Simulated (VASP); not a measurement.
MgO:

```
Mg O
1.0
     3.04313    0.10599    0.15409
    -1.42977    2.68336    0.14715
     0.14056    0.23615    2.56036
Mg O
1 1
Direct
  0.96044 0.94953 0.96193
  0.37290 0.71713 0.53807
```

* Program: VASP 6.6.1
* Task: relaxation of cell and atoms
* Functional: PBE
* Potentials or basis: VASP PAW PBE potentials, release 64 (Mg, O)
* Cutoff: 600 eV
* k mesh: 12 × 12 × 8
* Occupations: gaussian, width 0.05 eV
* Spin: no spin polarisation

At the start: pressure 3.3 GPa; volume 10.54 Å³/atom.

Problem. How do energy, volume and symmetry change on relaxing?

Solution. Over 31 steps the energy falls by 460.4 meV/atom and the volume is 9.52 Å³/atom (-9.6 %); space group P1 (No. 1, to 0.1 Å) before, Fm-3m (No. 225, to 0.1 Å).

The path:
| step | energy change (eV) | largest force (eV/Å) | pressure (GPa) | volume (Å³) |
| --- | --- | --- | --- | --- |
| 1 | 0.0000 | 0.3762 | 3.28 | 21.08 |
| 2 | -0.3077 | 0.2715 | -3.97 | 21.56 |
| 3 | -0.3161 | 0.2316 | -3.32 | 21.51 |
| 4 | -0.4275 | 0.4204 | 0.09 | 20.91 |
| 5 | -0.5120 | 1.1212 | 7.57 | 19.97 |
| 6 | -0.5745 | 1.0736 | 6.40 | 20.07 |
| 7 | -0.6762 | 0.8610 | 3.42 | 20.26 |
| 8 | -0.7103 | 0.6136 | 0.87 | 20.51 |
| 9 | -0.7398 | 0.1571 | -3.98 | 21.12 |
| 10 | -0.7582 | 0.1223 | -2.46 | 20.79 |
| 11 | -0.7768 | 0.2110 | 0.83 | 20.15 |
| 12 | -0.7777 | 0.2606 | 1.83 | 19.97 |
| 13 | -0.7970 | 0.2811 | 1.03 | 19.89 |
| 14 | -0.8381 | 0.4830 | -0.60 | 19.58 |
| 15 | -0.7622 | 0.4443 | 4.70 | 18.73 |
| 16 | -0.8367 | 0.6381 | -0.40 | 19.45 |
| 17 | -0.8395 | 0.7214 | -0.19 | 19.28 |
| 18 | -0.8521 | 0.6602 | -0.31 | 19.23 |
| 19 | -0.8678 | 0.3327 | 0.47 | 19.04 |
| 20 | -0.8684 | 0.4243 | 0.13 | 19.08 |
| 21 | -0.8835 | 0.3622 | -0.05 | 19.08 |
| 22 | -0.9122 | 0.2100 | -0.31 | 19.09 |
| 23 | -0.9024 | 0.0753 | 0.25 | 19.08 |
| 24 | -0.9185 | 0.1229 | -0.27 | 19.09 |
| 25 | -0.9185 | 0.1269 | -0.28 | 19.09 |
| 26 | -0.9194 | 0.1007 | -0.15 | 19.07 |
| 27 | -0.9206 | 0.0206 | 0.27 | 19.01 |
| 28 | -0.9207 | 0.0109 | 0.01 | 19.04 |
| 29 | -0.9207 | 0.0054 | -0.13 | 19.06 |
| 30 | -0.9207 | 0.0059 | -0.12 | 19.06 |
| 31 | -0.9207 | 0.0025 | -0.03 | 19.05 |

Final structure:
```yaml
crystal:
  lattice:
    - [3.00003, 0.01724, 0.02088]
    - [-1.51218, 2.43212, 0.86796]
    - [-0.01190, 0.77791, 2.88116]
  atoms:
    - { symbol: Mg, position: [0.91662, 0.83331, 0.99994] }
    - { symbol: O, position: [0.41672, 0.83336, 0.50006] }
```

Caveat: a cell axis changed by over 15 % at a fixed basis, so the end point is rough.
